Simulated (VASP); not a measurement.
# ZrB2 (P6/mmm) in VASP: a series of runs, part 2 of 2

VASP 6.6.1. The steps go on from the part before.

## 4. Single point, r2SCAN

Contents of POSCAR:

```
ZrB2
1.0
    3.1700000000      0.0000000000      0.0000000000
   -1.5850000000      2.7453005300      0.0000000000
    0.0000000000      0.0000000000      3.5330000000
Zr B
1 2
Direct
    0.0000000000      0.0000000000      0.0000000000
    0.3333333333      0.6666666667      0.5000000000
    0.6666666667      0.3333333333      0.5000000000
```

Contents of INCAR.step1:

```
PREC = Accurate ; ENCUT = 520
ISMEAR = 0 ; SIGMA = 0.1
LREAL = F ; LASPH = T
NELM = 60 ; NBANDS = 16
GGA = PE ; ALGO = Normal
EDIFF = 1E-4 ; LWAVE = T
LCHARG = F
```

Contents of INCAR.step2:

```
PREC = Accurate ; ENCUT = 520
EDIFF = 1E-6 ; ISMEAR = 0
SIGMA = 0.1 ; LREAL = F
LASPH = T ; NELM = 60
ALGO = Normal ; ISIF = 2
LWAVE = F ; LCHARG = F
METAGGA = R2SCAN ; LMIXTAU = T
NBANDS = 16 ; ISTART = 1
```

Contents of KPOINTS:

```
regular mesh
0
Gamma
  11 11 9
```

Potentials or basis: VASP PAW PBE potentials, release 64 (Zr_sv, B).

Started as:

```sh
cat potpaw_PBE.64/Zr_sv/POTCAR potpaw_PBE.64/B/POTCAR > POTCAR
cp INCAR.step1 INCAR
mpirun -np 1 vasp_std > vasp.out
cp INCAR.step2 INCAR
mpirun -np 1 vasp_std > vasp.out
```

OUTCAR:

```text
PREC = Accurate
   ENCUT = 520
   EDIFF = 1E-6
   ISMEAR = 0
   LREAL = F
   LASPH = T
   NELM = 60
   ISIF = 2
   METAGGA = R2SCAN
   ISTART = 1

 ion  position               nearest neighbor table
   1  0.000  0.000  0.000-   2 2.54   3 2.54   2 2.54   3 2.54   3 2.54   3 2.54   2 2.54   2 2.54
                             3 2.54   3 2.54   2 2.54   2 2.54
   2  0.333  0.667  0.500-   3 1.83   3 1.83   3 1.83   1 2.54   1 2.54   1 2.54   1 2.54   1 2.54
                             1 2.54
   3  0.667  0.333  0.500-   2 1.83   2 1.83   2 1.83   1 2.54   1 2.54   1 2.54   1 2.54   1 2.54
                             1 2.54

  LATTYP: Found a hexagonal cell.
 ALAT       =     3.1700000000
 C/A-ratio  =     1.1145110410

  Lattice vectors:

 A1 = (   3.1700000000,   0.0000000000,   0.0000000000)
 A2 = (  -1.5850000000,   2.7453005300,   0.0000000000)
 A3 = (   0.0000000000,   0.0000000000,   3.5330000000)

Analysis of symmetry for initial positions (statically):
=====================================================================
 Subroutine PRICEL returns:
 Original cell was already a primitive cell.

[... 167 lines left out ...]
  ---------------------------------------------------
  free energy    TOTEN  =       -40.64041039 eV

  energy without entropy =      -40.63960902  energy(sigma->0) =      -40.64000970

 E-fermi :  10.5644     XC(G=0): -13.3755

 val. band max:       10.4690747510   @ k =   0.0000   0.0000   0.2222
 cond. band min:      10.5838718925   @ k =   0.2727   0.1818   0.0000
 fundamental gap:      0.1147971415
 Fermi energy:        10.5644078209

 k-point     1 :       0.0000    0.0000    0.0000
  band No.  band energies     occupation
      1     -39.7647      2.00000
      2     -17.2592      2.00000
      3     -16.6854      2.00000
      4     -16.6854      2.00000
      5      -2.9941      2.00000
      6       7.8590      2.00000
[... 433 lines left out ...]
      3     -17.1439      2.00000
      4     -16.8057      2.00000
      5      -1.7072      2.00000
      6       5.3591      2.00000
[... 8 lines left out ...]
     15      18.1329      0.00000
     16      19.1705      0.00000

 [... further k-points ...]
[... 5 lines left out ...]
  --------------------------------------------------------------------------------------
  -------------------------------------------------------------------------------------
  Total        0.0259207      0.0259207      0.4321400      0.0000000     -0.0000000      0.0000000
  in kB        1.3507160      1.3507160     22.5186461      0.0000000     -0.0000000      0.0000000
  external PRESSURE =       8.4066927 kB  Pullay stress =       0.0000000 kB

 VOLUME and BASIS-vectors are now :
 -----------------------------------------------------------------------------
  energy-cutoff  :      520.00
  volume of cell :       30.75
      direct lattice vectors                 reciprocal lattice vectors
     3.170000000  0.000000000  0.000000000     0.315457413  0.182129422  0.000000000
    -1.585000000  2.745300530  0.000000000     0.000000000  0.364258845  0.000000000
     0.000000000  0.000000000  3.533000000     0.000000000  0.000000000  0.283045570

 POSITION                                       TOTAL-FORCE (eV/Angst)
 -----------------------------------------------------------------------------------
      0.00000      0.00000      0.00000         0.000000      0.000000      0.000000
     -0.00000      1.83020      1.76650         0.000000      0.000000      0.000000
      1.58500      0.91510      1.76650        -0.000000     -0.000000      0.000000
 -----------------------------------------------------------------------------------
    total drift:                               -0.000000      0.000000     -0.000000

  FREE ENERGIE OF THE ION-ELECTRON SYSTEM (eV)
  ---------------------------------------------------
  free  energy   TOTEN  =       -40.6404103886 eV

  energy  without entropy=      -40.6396090171  energy(sigma->0) =      -40.64000970
```

OSZICAR.step1:

```text
N       E                     dE             d eps       ncg     rms          rms(c)
DAV:   1     0.103680556546E+03    0.10368E+03   -0.96610E+03  2560   0.112E+03
DAV:   2    -0.234686026488E+02   -0.12715E+03   -0.12213E+03  3344   0.289E+02
DAV:   3    -0.275871982553E+02   -0.41186E+01   -0.41038E+01  3912   0.452E+01
DAV:   4    -0.276591522478E+02   -0.71954E-01   -0.71938E-01  3152   0.526E+00
DAV:   5    -0.276604546847E+02   -0.13024E-02   -0.13024E-02  3808   0.518E-01    0.215E+01
DAV:   6    -0.250302459024E+02    0.26302E+01   -0.58443E+00  3296   0.161E+01    0.866E+00
DAV:   7    -0.249828411103E+02    0.47405E-01   -0.60712E-01  3520   0.492E+00    0.315E+00
DAV:   8    -0.249859468629E+02   -0.31058E-02   -0.95584E-02  3080   0.249E+00    0.407E-01
DAV:   9    -0.249819408490E+02    0.40060E-02   -0.20300E-02  3176   0.105E+00    0.214E-01
DAV:  10    -0.249816105984E+02    0.33025E-03   -0.17632E-03  2992   0.381E-01    0.349E-02
DAV:  11    -0.249816192163E+02   -0.86179E-05   -0.55444E-05  1720   0.745E-02
   1 F= -.24981619E+02 E0= -.24981216E+02  d E =-.806418E-03
```

Run time: 2.6 min. Hardware: 1 thread of Intel Xeon 8259CL, shared host; peak memory 0.18 GiB.

Results:

| Quantity | Value |
| --- | --- |
| Free energy | -40.6404 eV |
| Pressure | 0.8 GPa |
| Band gap on the k mesh | zero (bands 9 and 10 overlap by 1.30 eV) |

Stress tensor (GPa, compression positive):
```
0.14 0.00 0.00
0.00 0.14 0.00
0.00 0.00 2.25
```

Caveat: the PAW data sets were made with another functional, which shifts forces and pressure a little.

## 5. Single point, r2SCAN

POSCAR is that of step 4.

Contents of INCAR.step1:

```
SYSTEM = ZrB2
PREC = Accurate
ENCUT = 520
ISMEAR = 0
SIGMA = 0.05
LREAL = .False.
LASPH = .True.
NELM = 80
NBANDS = 16
GGA = PE
ALGO = Normal
EDIFF = 1E-4
LWAVE = .True.
LCHARG = .False.
```

Contents of INCAR.step2:

```
SYSTEM = ZrB2
PREC = Accurate
ENCUT = 520
EDIFF = 1E-7
ISMEAR = 0
SIGMA = 0.05
LREAL = .False.
LASPH = .True.
NELM = 80
ALGO = Normal
ISIF = 2
LWAVE = .False.
LCHARG = .True.
METAGGA = R2SCAN
LMIXTAU = .True.
LELF = .True.
LVHAR = .True.
NBANDS = 16
ISTART = 1
```

Contents of KPOINTS:

```
Automatic mesh
0
Gamma
  11 11 9
  0 0 0
```

Started as:

```sh
cat potpaw_PBE.64/Zr_sv/POTCAR potpaw_PBE.64/B/POTCAR > POTCAR
cp INCAR.step1 INCAR
mpirun -np 1 vasp_std > vasp.out
cp INCAR.step2 INCAR
mpirun -np 1 vasp_std > vasp.out
```

Wall time 3.1 min (1 thread of Intel Xeon 8259CL, shared host); peak memory 0.18 GiB.

The run converged. Its results:

| Property | Result |
| --- | --- |
| Free energy | -40.6401 eV |
| Pressure | 0.8 GPa |
| Band gap on the k mesh | zero (bands 9 and 10 overlap by 1.30 eV) |

Stress tensor (GPa, compression positive):
```
0.14 0.00 0.00
0.00 0.14 0.00
0.00 0.00 2.24
```

Levels at points of the mesh, in eV from the Fermi level:
| k point | band 6 | band 7 | band 8 | band 9 | band 10 | band 11 | band 12 | band 13 |
| --- | --- | --- | --- | --- | --- | --- | --- | --- |
| (0.00, 0.00, 0.00) | -2.71 | -2.71 | -2.60 | -2.53 | 3.69 | 3.69 | 4.51 | 4.51 |

Caveat: the PAW data sets were made with another functional, which shifts forces and pressure a little.

## 6. Single point, r2SCAN

POSCAR is that of step 5.

Contents of INCAR.step1:

```
PREC = Accurate ; ENCUT = 520
ISMEAR = 0 ; SIGMA = 0.025
LREAL = False ; LASPH = True
NELM = 60 ; NBANDS = 16
GGA = PE ; ALGO = Normal
EDIFF = 1E-4 ; LWAVE = True
LCHARG = False
```

Contents of INCAR.step2:

```
PREC = Accurate ; ENCUT = 520
EDIFF = 1E-7 ; ISMEAR = 0
SIGMA = 0.025 ; LREAL = False
LASPH = True ; NELM = 60
ALGO = Normal ; ISIF = 2
LWAVE = False ; LCHARG = False
METAGGA = R2SCAN ; LMIXTAU = True
NBANDS = 16 ; ISTART = 1
```

Contents of KPOINTS:

```
regular mesh
0
Gamma
  11 11 9
```

Potentials or basis: VASP PAW PBE potentials, release 64 (Zr_sv, B).

Started as:

```sh
cat potpaw_PBE.64/Zr_sv/POTCAR potpaw_PBE.64/B/POTCAR > POTCAR
cp INCAR.step1 INCAR
mpirun -np 1 vasp_std > vasp.out
cp INCAR.step2 INCAR
mpirun -np 1 vasp_std > vasp.out
```

Run time: 2.8 min. Hardware: 1 thread of Intel Xeon 8259CL, shared host; peak memory 0.18 GiB.

The run converged. Its results:

```
Free energy            : -40.6399 eV
Pressure               : 0.8 GPa
Band gap on the k mesh : zero (bands 9 and 10 overlap by 1.30 eV)
```

Stress tensor (GPa, compression positive):
```
0.14 0.00 0.00
0.00 0.14 0.00
0.00 0.00 2.24
```

Levels at points of the mesh, in eV from the Fermi level:
```tsv
k point	band 7	band 8	band 9	band 10	band 11	band 12
(0.00, 0.00, 0.00)	-2.72	-2.61	-2.54	3.68	3.68	4.51
```

Caveat: the PAW data sets were made with another functional, which shifts forces and pressure a little.

## 7. The runs side by side

| smearing | gap on the mesh (eV) | pressure (GPa) |
| --- | --- | --- |
| gaussian 0.25 eV | none | 0.9 |
| gaussian 0.15 eV | none | 0.8 |
| gaussian 0.1 eV | none | 0.8 |
| gaussian 0.05 eV | none | 0.8 |
| gaussian 0.025 eV | none | 0.8 |

Alike in all rows: task single point; level r2SCAN; potentials or basis VASP PAW PBE potentials, release 64 (Zr_sv, B); no spin polarisation; cell as given; k mesh 11 × 11 × 9; cutoff (eV) 520.

Caveats: the PAW data sets were made with another functional, which shifts forces and pressure a little.

Absolute energies hang on the potentials; compare differences alone.
